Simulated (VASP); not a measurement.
# Ti (P6/mmm) in VASP: a series of runs

Runs on Ti. Level: r2SCAN. Tasks: single point.

Program: VASP 6.6.1. These are calculated values, not measurements. Logs are shortened: lines on timing, memory, paths and dates and some standing lists are left out, and cuts for length are marked.

**1. The cell of the first run**

The structure is hexagonal, space group P6/mmm (No. 191). The conventional cell has a = 4.568 Å, b = 4.568 Å, c = 2.825 Å, α = 90.00°, β = 90.00°, γ = 120.00°. Ti (site symmetry 6/mmm) has 14 Ti at 2.82 to 2.99 Å within 3.7 Å. Ti (site symmetry -6m2) has 11 Ti at 2.64 to 2.99 Å within 3.5 Å.

This isn't the form of Ti at room conditions, which is hcp.

**2. Single point, r2SCAN**

File POSCAR:

```
Ti
1.0
    4.5680217062      0.0000000000      0.0000000000
   -2.2840108531      3.9560228426      0.0000000000
    0.0000000000      0.0000000000      2.8245629368
Ti
3
Direct
    0.0000000000      0.0000000000      0.0000000000
    0.3333333333      0.6666666667      0.5000000000
    0.6666666667      0.3333333333      0.5000000000
```

File INCAR.step1:

```
  PREC = Accurate
  ENCUT = 520
  ISMEAR = 0
  SIGMA = 0.15
  LREAL = False
  LASPH = True
  NELM = 80
  NBANDS = 25
  GGA = PE
  ALGO = Normal
  EDIFF = 1E-4
  LWAVE = True
  LCHARG = False
```

File INCAR.step2:

```
  PREC = Accurate
  ENCUT = 520
  EDIFF = 1E-6
  ISMEAR = 0
  SIGMA = 0.15
  LREAL = False
  LASPH = True
  NELM = 80
  ALGO = Normal
  ISIF = 2
  LWAVE = False
  LCHARG = True
  METAGGA = R2SCAN
  LMIXTAU = True
  LELF = True
  LVHAR = True
  NBANDS = 25
  ISTART = 1
```

File KPOINTS:

```
regular mesh
0
Gamma
  12 12 16
```

Potentials or basis: VASP PAW PBE potentials, release 64 (Ti_sv).

The run is started by

```bash
$ cat potpaw_PBE.64/Ti_sv/POTCAR > POTCAR
$ cp INCAR.step1 INCAR
$ mpirun -np 1 vasp_std > vasp.out
$ cp INCAR.step2 INCAR
$ mpirun -np 1 vasp_std > vasp.out
```

OUTCAR:

```text
PREC = Accurate
   ENCUT = 520
   EDIFF = 1E-6
   ISMEAR = 0
   LREAL = False
   LASPH = True
   NELM = 80
   ISIF = 2
   METAGGA = R2SCAN
   ISTART = 1

 ion  position               nearest neighbor table
   1  0.000  0.000  0.000-
   2  0.333  0.667  0.500-   3 2.64   3 2.64   3 2.64
   3  0.667  0.333  0.500-   2 2.64   2 2.64   2 2.64

  LATTYP: Found a hexagonal cell.
 ALAT       =     4.5680217062
 C/A-ratio  =     0.6183339569

  Lattice vectors:

 A1 = (   4.5680217062,   0.0000000000,   0.0000000000)
 A2 = (  -2.2840108531,   3.9560228426,   0.0000000000)
 A3 = (   0.0000000000,   0.0000000000,   2.8245629368)

Analysis of symmetry for initial positions (statically):
=====================================================================
 Subroutine PRICEL returns:
 Original cell was already a primitive cell.

 Routine SETGRP: Setting up the symmetry group for a
 hexagonal supercell.

 Subroutine GETGRP returns: Found 24 space group operations
 (whereof 24 operations were pure point group operations)
 out of a pool of 24 trial point group operations.

The static configuration has the point symmetry D_6h.

Analysis of symmetry for dynamics (positions and initial velocities):
=====================================================================
 Subroutine PRICEL returns:
 Original cell was already a primitive cell.

 Routine SETGRP: Setting up the symmetry group for a
 hexagonal supercell.

 Subroutine GETGRP returns: Found 24 space group operations
 (whereof 24 operations were pure point group operations)
 out of a pool of 24 trial point group operations.

The dynamic configuration has the point symmetry D_6h.

 Subroutine INISYM returns: Found 24 space group operations
 (whereof 24 operations are pure point group operations),
 and found     1 'primitive' translations

----------------------------------------------------------------------------------------

                                     Primitive cell

  volume of cell :      51.0432

  direct lattice vectors                    reciprocal lattice vectors
     4.568021706  0.000000000  0.000000000     0.218913145  0.126389563  0.000000000
    -2.284010853  3.956022843  0.000000000     0.000000000  0.252779127  0.000000000
     0.000000000  0.000000000  2.824562937     0.000000000  0.000000000  0.354037075

  length of vectors
     4.568021706  4.568021706  2.824562937     0.252779127  0.252779127  0.354037075

  position of ions in fractional coordinates (direct lattice)
     0.000000000  0.000000000  0.000000000
     0.333333333  0.666666667  0.500000000
     0.666666667  0.333333333  0.500000000

  ion indices of the primitive-cell ions
   primitive index   ion index
                 1           1
                 2           2
                 3           3

----------------------------------------------------------------------------------------

 KPOINTS: regular mesh

Automatic generation of k-mesh.
 Grid dimensions read from file:
 generate k-points for:   12   12   16

 Generating k-lattice:

  Cartesian coordinates                     Fractional coordinates (reciprocal lattice)
     0.018242762  0.010532464  0.000000000     0.083333333 -0.000000000  0.000000000
     0.000000000  0.021064927  0.000000000     0.000000000  0.083333333  0.000000000
     0.000000000  0.000000000  0.022127317     0.000000000  0.000000000  0.062500000

  Length of vectors
     0.021064927  0.021064927  0.022127317

  Shift w.r.t. Gamma in fractional coordinates (k-lattice)
     0.000000000  0.000000000  0.000000000

 Subroutine IBZKPT returns following result:
 ===========================================

 Found    171 irreducible k-points:

 Following reciprocal coordinates:
            Coordinates               Weight
  0.000000  0.000000  0.000000      1.000000
  0.083333  0.000000  0.000000      6.000000
  0.166667 -0.000000  0.000000      6.000000
  0.250000  0.000000  0.000000      6.000000
  0.333333  0.000000  0.000000      6.000000
  0.416667  0.000000  0.000000      6.000000
[... 16 lines left out ...]
  0.250000  0.000000  0.062500     12.000000
  0.333333  0.000000  0.062500     12.000000
 [... further k-points ...]
   k-points           NKPTS =    171   k-points in BZ     NKDIM =    171   number of bands    NBANDS=     25
   number of dos      NEDOS =    301   number of ions     NIONS =      3
   total plane-waves  NPLWV =  31104
   dimension x,y,z NGX =    36 NGY =   36 NGZ =   24
   dimension x,y,z NGXF=    72 NGYF=   72 NGZF=   48
   ions per type =               3
   NGX,Y,Z   is equivalent  to a cutoff of  13.10, 13.10, 14.13 a.u.
   NGXF,Y,Z  is equivalent  to a cutoff of  26.20, 26.20, 28.25 a.u.
 SYSTEM =  unknown system
   PREC   = accura    normal or accurate (medium, high low for compatibility)
   ISTART =      1    job   : 0-new  1-cont  2-samecut
   ICHARG =      0    charge: 1-file 2-atom 10-const
   ISPIN  =      1    spin polarized calculation?
   LNONCOLLINEAR =      F non collinear calculations
   LSORBIT =      F    spin-orbit coupling
   LASPH  =      T    aspherical Exc in radial PAW
   ENCUT  =  520.0 eV  38.22 Ry    6.18 a.u.   8.49  8.49  5.25*2*pi/ulx,y,z
   NELM   =     80;   NELMIN=  2; NELMDL=  0     # of ELM steps
   EDIFF  = 0.1E-05   stopping-criterion for ELM
   LREAL  =      F    real-space projection
   EDIFFG = 0.1E-04   stopping-criterion for IOM
   NSW    =      0    number of steps for IOM
   IBRION =     -1    ionic relax: 0-MD 1-quasi-New 2-CG
   NFREE  =      0    steps in history (QN), initial steepest desc. (CG)
   ISIF   =      2    stress and relaxation
   ISYM   =      2    0-nonsym 1-usesym 2-fastsym
   POTIM  = 0.5000    time-step for ionic-motion
   TEBEG  =    0.0;   TEEND  =   0.0 temperature during run
   PSTRESS=    0.0 pullay stress
   NELECT =      36.0000    total number of electrons
   NUPDOWN=      -1.0000    fix difference up-down
   EMIN   =  10.00;   EMAX   =-10.00  energy-range for DOS
   EFERMI =   0.00;   METHOD = LEGACY
   ISMEAR =     0;   SIGMA  =   0.15  broadening in eV -4-tet -1-fermi 0-gaus
   EFERMI_NEDOS =   21; number of points for ismear=-14 and -15
   IALGO  =     38    algorithm
   IMIX   =      4    mixing-type and parameters
     AMIX     =   0.40;   BMIX     =  1.00
     AMIX_MAG =   1.60;   BMIX_MAG =  1.00
  volume/ion in A,a.u.               =      17.01       114.82
  Fermi-wavevector in a.u.,A,eV,Ry     =   1.457235  2.753775 28.892432  2.123534
  Thomas-Fermi vector in A             =   2.574060
   LORBIT       =      0    0 simple, 1 ext, 2 COOP (PROOUT), +10 PAW based schemes
   METAGGA = R2SCAN    functional components
   LHFCALC =     F    Hartree Fock is set to
   AEXX    =    0.0000 exact exchange contribution
   IVDW    =     0    specifies the selected vdW correction
   LEPSILON=     F    determine dielectric tensor
   LRPA    =     F    only Hartree local field effects (RPA)
 non-spin polarized calculation
 Gauss-broadening in eV      SIGMA  =   0.15
  energy-cutoff  :      520.00
  volume of cell :       51.04
 maximum number of plane-waves:      1402
 NGX is ok and might be reduce to    36
   NGX = 17   NGY = 17   NGZ = 11

 number of electron      35.9999989 magnetization

 Free energy of the ion-electron system (eV)
  ---------------------------------------------------
  ext. energy  EPLUGINS =         0.00000000
  ---------------------------------------------------
  free energy    TOTEN  =       -38.91140199 eV

  energy without entropy =      -38.88510403  energy(sigma->0) =      -38.89825301

 E-fermi :   8.5026     XC(G=0): -12.5050

 val. band max:        8.4895110713   @ k =   0.3333   0.1667   0.0000
 cond. band min:       8.5066119939   @ k =   0.4167   0.0833   0.1250
 fundamental gap:      0.0171009225
 Fermi energy:         8.5026491540

 k-point     1 :       0.0000    0.0000    0.0000
  band No.  band energies     occupation
      1     -50.7412      2.00000
      2     -50.4955      2.00000
      3     -50.3280      2.00000
      4     -26.0087      2.00000
      5     -26.0086      2.00000
      6     -25.9414      2.00000
[... 17 lines left out ...]
     24      10.4686      0.00000
     25      10.6008      0.00000

 k-point     2 :       0.0833    0.0000    0.0000
  band No.  band energies     occupation
      1     -50.7400      2.00000
      2     -50.4940      2.00000
      3     -50.3309      2.00000
      4     -26.0434      2.00000
      5     -26.0373      2.00000
      6     -25.9059      2.00000
[... 17 lines left out ...]
     24      10.3101      0.00000
     25      10.8073      0.00000

 k-point     3 :       0.1667   -0.0000    0.0000
  band No.  band energies     occupation
      1     -50.7368      2.00000
      2     -50.4892      2.00000
      3     -50.3392      2.00000
      4     -26.0945      2.00000
      5     -26.0644      2.00000
      6     -25.8530      2.00000
[... 17 lines left out ...]
     24      10.1889      0.00000
     25      11.0626      0.00000

 k-point     4 :       0.2500    0.0000    0.0000
  band No.  band energies     occupation
      1     -50.7325      2.00000
      2     -50.4811      2.00000
      3     -50.3520      2.00000
      4     -26.1400      2.00000
      5     -26.0669      2.00000
      6     -25.8046      2.00000
[... 17 lines left out ...]
     24      10.4521      0.00000
     25      11.3203      0.00000
[... 477 lines left out ...]
 k-point    22 :       0.1667   -0.0000    0.0625
  band No.  band energies     occupation
      1     -50.7341      2.00000
      2     -50.4874      2.00000
      3     -50.3370      2.00000
      4     -26.0892      2.00000
      5     -26.0600      2.00000
      6     -25.8520      2.00000
[... 17 lines left out ...]
     24      10.2252      0.00000
     25      11.1170      0.00000

 k-point    23 :       0.2500    0.0000    0.0625
  band No.  band energies     occupation
      1     -50.7300      2.00000
      2     -50.4792      2.00000
      3     -50.3498      2.00000
      4     -26.1341      2.00000
      5     -26.0630      2.00000
      6     -25.8048      2.00000
[... 17 lines left out ...]
     24      10.4376      0.00000
     25      11.3902      0.00000

 k-point    24 :       0.3333    0.0000    0.0625
  band No.  band energies     occupation
      1     -50.7259      2.00000
      2     -50.4680      2.00000
      3     -50.3654      2.00000
      4     -26.1689      2.00000
      5     -26.0406      2.00000
      6     -25.7677      2.00000
[... 17 lines left out ...]
     24      10.7608      0.00000
     25      11.3374      0.00000

 [... further k-points ...]

------------------------ aborting loop because EDIFF is reached ----------------------------------------

  FORCE on cell =-STRESS in cart. coord.  units (eV):
  Direction    XX          YY          ZZ          XY          YZ          ZX
  --------------------------------------------------------------------------------------
  -------------------------------------------------------------------------------------
  Total        0.1232481      0.1232481      0.1314853      0.0000000      0.0000000     -0.0000000
  in kB        3.8685887      3.8685887      4.1271432      0.0000000      0.0000000     -0.0000000
  external PRESSURE =       3.9547735 kB  Pullay stress =       0.0000000 kB

 VOLUME and BASIS-vectors are now :
 -----------------------------------------------------------------------------
  energy-cutoff  :      520.00
  volume of cell :       51.04
      direct lattice vectors                 reciprocal lattice vectors
     4.568021706  0.000000000  0.000000000     0.218913145  0.126389563  0.000000000
    -2.284010853  3.956022843  0.000000000     0.000000000  0.252779127  0.000000000
     0.000000000  0.000000000  2.824562937     0.000000000  0.000000000  0.354037075

 POSITION                                       TOTAL-FORCE (eV/Angst)
 -----------------------------------------------------------------------------------
      0.00000      0.00000      0.00000        -0.000000      0.000000     -0.000000
     -0.00000      2.63735      1.41228        -0.000000      0.000000      0.000000
      2.28401      1.31867      1.41228         0.000000     -0.000000     -0.000000
 -----------------------------------------------------------------------------------
    total drift:                                0.000000      0.000000     -0.000000

  FREE ENERGIE OF THE ION-ELECTRON SYSTEM (eV)
  ---------------------------------------------------
  free  energy   TOTEN  =       -38.9114019875 eV

  energy  without entropy=      -38.8851040300  energy(sigma->0) =      -38.89825301
```

Wall time 12 min (1 thread of Intel Xeon Platinum 8259CL at 2.50GHz (Skylake/Cascade Lake), shared host); peak memory 0.3 GiB.

What came out:

```yaml
Free_energy: -38.9114 eV
Pressure: 0.4 GPa
Band_gap_on_the_k_mesh: zero (bands 18 and 19 overlap by 0.29 eV)
```

Caveat: the PAW data sets were made with another functional, which shifts forces and pressure a little.

**3. Single point, r2SCAN**

This run uses another cell than the first one, of 13.52 Å³/atom.

File POSCAR:

```
Ti
1.0
    4.2118372242      0.0000000000      0.0000000000
   -2.1059186121      3.6475580327      0.0000000000
    0.0000000000      0.0000000000      2.6397093463
Ti
3
Direct
    0.0000000000      0.0000000000      0.0000000000
    0.3333333333      0.6666666667      0.5000000000
    0.6666666667      0.3333333333      0.5000000000
```

File INCAR.step1:

```
PREC     = Accurate       # precision mode
ENCUT    = 520            # plane-wave cutoff, eV
ISMEAR   = 0              # smearing method
SIGMA    = 0.1            # smearing width, eV
LREAL    = False          # projectors in reciprocal space
LASPH    = True           # aspherical terms in the spheres
NELM     = 80             # most SCF steps
NBANDS   = 25             # bands
GGA      = PE             # functional
ALGO     = Normal         # electronic algorithm
EDIFF    = 1E-4           # SCF threshold, eV
LWAVE    = True           # write WAVECAR
LCHARG   = False          # write CHGCAR
```

File INCAR.step2:

```
PREC     = Accurate       # precision mode
ENCUT    = 520            # plane-wave cutoff, eV
EDIFF    = 1E-6           # SCF threshold, eV
ISMEAR   = 0              # smearing method
SIGMA    = 0.1            # smearing width, eV
LREAL    = False          # projectors in reciprocal space
LASPH    = True           # aspherical terms in the spheres
NELM     = 80             # most SCF steps
ALGO     = Normal         # electronic algorithm
ISIF     = 2              # what is computed and relaxed
LWAVE    = False          # write WAVECAR
LCHARG   = False          # write CHGCAR
METAGGA  = R2SCAN         # meta-GGA
LMIXTAU  = True         
NBANDS   = 25             # bands
ISTART   = 1
```

File KPOINTS:

```
Automatic mesh
0
Gamma
  12 12 16
```

Potentials or basis: VASP PAW PBE potentials, release 64 (Ti_sv).

The run is started by

```bash
$ cat potpaw_PBE.64/Ti_sv/POTCAR > POTCAR
$ cp INCAR.step1 INCAR
$ mpirun -np 1 vasp_std > vasp.out
$ cp INCAR.step2 INCAR
$ mpirun -np 1 vasp_std > vasp.out
```

OUTCAR:

```text
PREC = Accurate
   ENCUT = 520
   EDIFF = 1E-6
   ISMEAR = 0
   LREAL = False
   LASPH = True
   NELM = 80
   ISIF = 2
   METAGGA = R2SCAN
   ISTART = 1

 ion  position               nearest neighbor table
   1  0.000  0.000  0.000-   2 2.77   3 2.77   2 2.77   3 2.77   2 2.77   2 2.77   3 2.77   3 2.77
                             3 2.77   3 2.77   2 2.77   2 2.77
   2  0.333  0.667  0.500-   3 2.43   3 2.43   3 2.43   1 2.77   1 2.77   1 2.77   1 2.77   1 2.77
                             1 2.77
[... 874 lines left out ...]
  Direction    XX          YY          ZZ          XY          YZ          ZX
  --------------------------------------------------------------------------------------
  -------------------------------------------------------------------------------------
  Total       10.3546164     10.3546164     10.3186874      0.0000000     -0.0000000      0.0000000
  in kB      409.0860761    409.0860761    407.6666083      0.0000000     -0.0000000      0.0000000
  external PRESSURE =     408.6129202 kB  Pullay stress =       0.0000000 kB

 VOLUME and BASIS-vectors are now :
 -----------------------------------------------------------------------------
  energy-cutoff  :      520.00
  volume of cell :       40.55
      direct lattice vectors                 reciprocal lattice vectors
     4.211837224  0.000000000  0.000000000     0.237426080  0.137078011  0.000000000
    -2.105918612  3.647558033  0.000000000     0.000000000  0.274156022  0.000000000
     0.000000000  0.000000000  2.639709346     0.000000000  0.000000000  0.378829586

 POSITION                                       TOTAL-FORCE (eV/Angst)
 -----------------------------------------------------------------------------------
      0.00000      0.00000      0.00000        -0.000000      0.000000      0.000000
     -0.00000      2.43171      1.31985         0.000000     -0.000000     -0.000000
      2.10592      1.21585      1.31985         0.000000      0.000000      0.000000
 -----------------------------------------------------------------------------------
    total drift:                               -0.000000      0.000000      0.000000

  FREE ENERGIE OF THE ION-ELECTRON SYSTEM (eV)
  ---------------------------------------------------
  free  energy   TOTEN  =       -37.7469999179 eV

  energy  without entropy=      -37.7344493960  energy(sigma->0) =      -37.74072466
```

OUTCAR.step1:

```text
PREC = Accurate
   ENCUT = 520
   ISMEAR = 0
   LREAL = False
   LASPH = True
[... 901 lines left out ...]
      0.00000      0.00000      0.00000        -0.000000      0.000000      0.000000
     -0.00000      2.43171      1.31985         0.000000      0.000000     -0.000000
      2.10592      1.21585      1.31985        -0.000000      0.000000      0.000000
 -----------------------------------------------------------------------------------
    total drift:                               -0.000000      0.000000      0.000000

  FREE ENERGIE OF THE ION-ELECTRON SYSTEM (eV)
  ---------------------------------------------------
  free  energy   TOTEN  =       -22.4102600807 eV

  energy  without entropy=      -22.3962733650  energy(sigma->0) =      -22.40326672
```

Wall time 10 min (1 thread of AMD EPYC 9R45 (Zen 5), shared host); peak memory 0.23 GiB.

What came out:

```
Free energy            : -37.7470 eV
Pressure               : 40.9 GPa
Band gap on the k mesh : zero (bands 18 and 19 overlap by 0.67 eV)
```

Caveat: the cell stands under pressure; the PAW data sets were made with another functional, which shifts forces and pressure a little.
